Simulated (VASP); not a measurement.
# ZnAu (P4/mmm) in VASP: further runs, part 2 of 2

VASP 6.6.1. Earlier steps stand in the parts before.

## (3) Single point, PBEsol

This run uses another cell than the first one, of the same volume but with other edges.

INCAR

```
SYSTEM = ZnAu
ALGO = Fast ; EDIFF = 1E-7
ENCUT = 520 ; GGA = PS
ISIF = 2 ; ISMEAR = 0
LASPH = .TRUE. ; LCHARG = .FALSE.
LREAL = .FALSE. ; LWAVE = .FALSE.
NBANDS = 18 ; NELM = 60
PREC = Accurate ; SIGMA = 0.15
```

KPOINTS

```
k-points
0
G
  16 16 16
  0 0 0
```

POSCAR

```
ZnAu
1.0
    2.7491577225      0.0000000000      0.0000000000
    0.0000000000      2.7491577225      0.0000000000
    0.0000000000      0.0000000000      4.1237365838
Zn Au
1 1
Direct
    0.5000000000      0.5000000000      0.5000000000
    0.0000000000      0.0000000000      0.0000000000
```

Potentials or basis: VASP PAW PBE potentials, release 64 (Zn, Au).

Started as:

```sh
$ cat potpaw_PBE.64/Zn/POTCAR potpaw_PBE.64/Au/POTCAR > POTCAR
$ mpirun -np 1 vasp_std > vasp.out
```

OUTCAR:

```text
SYSTEM = ZnAu
   EDIFF = 1E-7
   ENCUT = 520
   GGA = PS
   ISIF = 2
   ISMEAR = 0
   LASPH = .TRUE.
   LREAL = .FALSE.
   NELM = 60
   PREC = Accurate

 ion  position               nearest neighbor table
   1  0.500  0.500  0.500-   2 2.83   2 2.83   2 2.83   2 2.83   2 2.83   2 2.83   2 2.83   2 2.83

   2  0.000  0.000  0.000-   1 2.83   1 2.83   1 2.83   1 2.83   1 2.83   1 2.83   1 2.83   1 2.83

  LATTYP: Found a simple tetragonal cell.
 ALAT       =     2.7491577225
 C/A-ratio  =     1.5000000000

  Lattice vectors:

 A1 = (   2.7491577225,   0.0000000000,   0.0000000000)
 A2 = (   0.0000000000,   2.7491577225,   0.0000000000)
 A3 = (   0.0000000000,   0.0000000000,   4.1237365838)

Analysis of symmetry for initial positions (statically):
=====================================================================
 Subroutine PRICEL returns:
 Original cell was already a primitive cell.

 Routine SETGRP: Setting up the symmetry group for a
 simple tetragonal supercell.

 Subroutine GETGRP returns: Found 16 space group operations
 (whereof 16 operations were pure point group operations)
 out of a pool of 16 trial point group operations.

The static configuration has the point symmetry D_4h.

Analysis of symmetry for dynamics (positions and initial velocities):
=====================================================================
 Subroutine PRICEL returns:
 Original cell was already a primitive cell.

 Routine SETGRP: Setting up the symmetry group for a
 simple tetragonal supercell.

 Subroutine GETGRP returns: Found 16 space group operations
 (whereof 16 operations were pure point group operations)
 out of a pool of 16 trial point group operations.

The dynamic configuration has the point symmetry D_4h.

 Subroutine INISYM returns: Found 16 space group operations
 (whereof 16 operations are pure point group operations),
 and found     1 'primitive' translations

----------------------------------------------------------------------------------------

                                     Primitive cell

  volume of cell :      31.1667

[... 104 lines left out ...]
   EFERMI_NEDOS =   21; number of points for ismear=-14 and -15
   IALGO  =     68    algorithm
   IMIX   =      4    mixing-type and parameters
     AMIX     =   0.40;   BMIX     =  1.00
     AMIX_MAG =   1.60;   BMIX_MAG =  1.00
  volume/ion in A,a.u.               =      15.58       105.16
  Fermi-wavevector in a.u.,A,eV,Ry     =   1.479406  2.795672 29.778283  2.188642
  Thomas-Fermi vector in A             =   2.593568
   LORBIT       =      0    0 simple, 1 ext, 2 COOP (PROOUT), +10 PAW based schemes
   GGA     = PS    functional components
   LHFCALC =     F    Hartree Fock is set to
   AEXX    =    0.0000 exact exchange contribution
   IVDW    =     0    specifies the selected vdW correction
   LEPSILON=     F    determine dielectric tensor
   LRPA    =     F    only Hartree local field effects (RPA)
 non-spin polarized calculation
 RMM-DIIS sequential band-by-band and
 Gauss-broadening in eV      SIGMA  =   0.15
  energy-cutoff  :      520.00
  volume of cell :       31.17
 maximum number of plane-waves:       856
   NGX = 11   NGY = 11   NGZ = 15

 number of electron      22.9999972 magnetization

 Free energy of the ion-electron system (eV)
  ---------------------------------------------------
  ext. energy  EPLUGINS =         0.00000000
  ---------------------------------------------------
  free energy    TOTEN  =        -5.81301960 eV

  energy without entropy =       -5.80622014  energy(sigma->0) =       -5.80961987

 E-fermi :   6.9689     XC(G=0): -12.5278

 val. band max:        6.9664720491   @ k =   0.5000   0.3750   0.1250
 cond. band min:       6.9815407087   @ k =   0.2500   0.2500   0.2500
 fundamental gap:      0.0150686596
 Fermi energy:         6.9689485442

 k-point     1 :       0.0000    0.0000    0.0000
  band No.  band energies     occupation
      1      -3.7561      2.00000
      2      -1.3301      2.00000
      3      -1.2235      2.00000
      4      -0.4056      2.00000
      5      -0.4056      2.00000
      6      -0.1537      2.00000
[... 481 lines left out ...]
      5      -0.4989      2.00000
      6       0.3695      2.00000
[... 10 lines left out ...]
     17      19.1628      0.00000
     18      20.6101      0.00000

 [... further k-points ...]
[... 5 lines left out ...]
  --------------------------------------------------------------------------------------
  -------------------------------------------------------------------------------------
  Total        0.4652072      0.4652072     -1.2257177      0.0000000      0.0000000      0.0000000
  in kB       23.9148034     23.9148034    -63.0101918      0.0000000      0.0000000      0.0000000
  external PRESSURE =      -5.0601950 kB  Pullay stress =       0.0000000 kB

 VOLUME and BASIS-vectors are now :
 -----------------------------------------------------------------------------
  energy-cutoff  :      520.00
  volume of cell :       31.17
      direct lattice vectors                 reciprocal lattice vectors
     2.749157723  0.000000000  0.000000000     0.363747773  0.000000000  0.000000000
     0.000000000  2.749157723  0.000000000     0.000000000  0.363747773  0.000000000
     0.000000000  0.000000000  4.123736584     0.000000000  0.000000000  0.242498516

 POSITION                                       TOTAL-FORCE (eV/Angst)
 -----------------------------------------------------------------------------------
      1.37458      1.37458      2.06187         0.000000      0.000000      0.000000
      0.00000      0.00000      0.00000         0.000000      0.000000      0.000000
 -----------------------------------------------------------------------------------
    total drift:                               -0.000000      0.000000      0.000000

  FREE ENERGIE OF THE ION-ELECTRON SYSTEM (eV)
  ---------------------------------------------------
  free  energy   TOTEN  =        -5.8130196012 eV

  energy  without entropy=       -5.8062201443  energy(sigma->0) =       -5.80961987
```

stdout:

```text
POSCAR found type information on POSCAR ZnAu
 POSCAR found :  2 types and       2 ions
 scaLAPACK will be used
 -----------------------------------------------------------------------------
|                                                                             |
[... 19 lines left out ...]
WARNING in EDDRMM: call to ZHEGV failed, returncode =   6  3     15
WARNING in EDDRMM: call to ZHEGV failed, returncode =   6  3     16
 num prob WARNING in EDDRMM: call to ZHEGV failed, returncode =   8  4     18
 num prob WARNING in EDDRMM: call to ZHEGV failed, returncode =   6  3     16
WARNING in EDDRMM: call to ZHEGV failed, returncode =   6  3     18
WARNING in EDDRMM: call to ZHEGV failed, returncode =   8  4     16
WARNING in EDDRMM: call to ZHEGV failed, returncode =   8  4     16
 num prob RMM:  17    -0.581301960116E+01   -0.93132E-09   -0.56190E-08  8726   0.191E-03
```

It took 3 min on 1 thread of AMD EPYC 9R45 (Zen 5), shared host; peak memory 0.3 GiB.

Results:

| Property | Result |
| --- | --- |
| Free energy | -5.8130 eV |
| Pressure | -0.5 GPa |

Caveat: the PAW data sets were made with another functional, which shifts forces and pressure a little; spin-orbit coupling is left out, which moves the levels of the heavy elements.
